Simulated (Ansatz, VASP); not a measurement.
## Two plane-wave programs on KI

INCAR

```
SYSTEM = KI
PREC = Accurate ; ENCUT = 520
EDIFF = 1E-7 ; ISMEAR = 0
SIGMA = 0.05 ; LREAL = .FALSE.
LASPH = .TRUE. ; NELM = 80
ALGO = Normal ; ISIF = 2
LWAVE = .FALSE. ; LCHARG = .FALSE.
GGA = PE ; NBANDS = 15
```

The input KPOINTS:

```
Automatic mesh
0
G
  8 8 8
  0 0 0
```

File POSCAR:

```
KI
1.0
    4.2911966600      0.0000000000      0.0000000000
    0.0000000000      4.2911966600      0.0000000000
    0.0000000000      0.0000000000      4.2911966600
K I
1 1
Direct
    0.0000000000      0.0000000000      0.0000000000
    0.5000000000      0.5000000000      0.5000000000
```

Input for Ansatz:

```yaml
crystal:
  lattice:
    - [4.29119666, 0.0, 0.0]
    - [0.0, 4.29119666, 0.0]
    - [0.0, 0.0, 4.29119666]
  atoms:
    - { symbol: K, position: [0.0, 0.0, 0.0] }
    - { symbol: I, position: [0.5, 0.5, 0.5] }
basis:
  ecutwfc: 500
  fft_grid_basis: typed
kpoints:
  mp_grid: { grid: [8, 8, 8] }
hamiltonian:
  xc: pbe
scf:
  occupations: { method: gaussian, width: 0.05 }
output:
  forces: true
  stress: true
  eigenvalues: true
  bader: true
  write_density: true
  volumetric_format: npy
  elf: true
```

Alike in both runs: task single point; functional PBE; k mesh 8 × 8 × 8; occupations gaussian, width 0.05 eV; no spin polarisation.

```csv
,VASP,Ansatz
version,VASP 6.6.1,Ansatz 0.2.0
potentials or method,"VASP PAW PBE potentials, release 64 (K_sv, I), cutoff 520 eV","scalar-relativistic, plane waves, PAW"
valence electrons in the cell,16,26
```

|  | VASP | Ansatz | Ansatz less VASP |
| --- | --- | --- | --- |
| gap on the k mesh at the Fermi level (eV) | 3.33 | 3.33 | +0.004 |
| pressure (GPa) | 0.5 | 0.5 | -0.02 |

With one functional, cell and mesh, what is left measures potentials, basis and numerics. VASP's potentials hold 16 valence electrons a cell and Ansatz's 26, so a difference there can come from the potentials and not from the codes.

Neither program's run includes spin-orbit coupling.
